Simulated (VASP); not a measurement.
GdN: single point with r2SCAN

The system is GdN.

```xyz
2
Lattice="3.4691 0.0000 0.0000 -1.7345 3.0043 0.0000 0.0000 0.0000 3.1412" Properties=species:S:1:pos:R:3 pbc="T T T"
Gd    0.0000    0.0000    0.0000
N     1.7345    1.0014    1.5706
```

```json
{
  "Program": "VASP 6.6.1",
  "Task": "single point",
  "Functional": "r2SCAN",
  "Potentials or basis": "VASP PAW PBE potentials, release 64 (Gd, N)",
  "Cutoff": "520 eV",
  "k mesh": "12 × 12 × 12",
  "Occupations": "gaussian, width 0.05 eV",
  "Spin": "collinear spin, ferromagnetic start",
  "Starting moments": "[7.63, 0.0] μB",
  "Dipole correction": "no",
  "Further INCAR settings": "ALGO = Normal; EDIFF = 1e-06; NBANDS = 22"
}
```

- Pressure: -8.7 GPa
- Band gap on the k mesh: 0.10 eV
- Net moment: 7.00 μB per cell
- Site moments: Gd +6.79; N -0.09 μB
- Valence electrons inside the program's atomic spheres: Gd 15.21; N 3.64

Stress tensor (GPa, compression positive):
```
-8.72  0.00  0.00
 0.00 -8.72  0.00
 0.00  0.00 -8.63
```

Levels at points of the mesh, in eV from the valence-band top:
Spin up:
```tsv
k point	band 12	band 13	band 14	band 15	band 16	band 17	band 18	band 19
(0.00, 0.00, 0.00)	-4.47	-1.71	-1.71	-0.21	0.31	2.80	5.73	5.73
(0.50, 0.00, 0.00)	-4.42	-3.70	-1.09	-0.47	0.21	5.11	6.13	6.88
(0.00, 0.00, 0.50)	-4.43	-4.15	-0.95	-0.95	2.98	2.98	5.00	5.10
(0.50, 0.00, 0.50)	-4.43	-3.17	-2.39	-2.32	2.68	5.31	7.08	7.97
```
Spin down:
```csv
k point,band 4,band 5,band 6,band 7,band 8,band 9,band 10,band 11,band 12,band 13
"(0.00, 0.00, 0.00)",-19.68,-13.88,-1.66,-1.66,-0.25,0.69,1.81,2.53,2.53,2.63
"(0.50, 0.00, 0.00)",-19.53,-12.62,-3.46,-1.31,-0.85,1.08,2.35,2.40,2.66,2.73
"(0.00, 0.00, 0.50)",-19.81,-12.08,-4.15,-1.37,-1.37,2.08,2.38,2.76,2.81,2.81
"(0.50, 0.00, 0.50)",-20.02,-13.14,-2.93,-2.32,-2.30,2.45,2.45,2.46,2.64,2.69
```

Run time: 6.2 min on 1 thread of Intel(R) Xeon(R) 6975P-C (Granite Rapids) (shared host), peak memory 0.3 GiB.

Caveat: the cell stands under tension; the PAW data sets were made with another functional, which shifts forces and pressure a little; spin-orbit coupling is left out, which moves the levels of the heavy elements; a cell with one magnetic atom can't hold antiferromagnetic order, which such compounds often take; semilocal functionals describe open f shells poorly, which spoils levels, moments and volumes. The state reached can hang on the start; a lower one may exist.
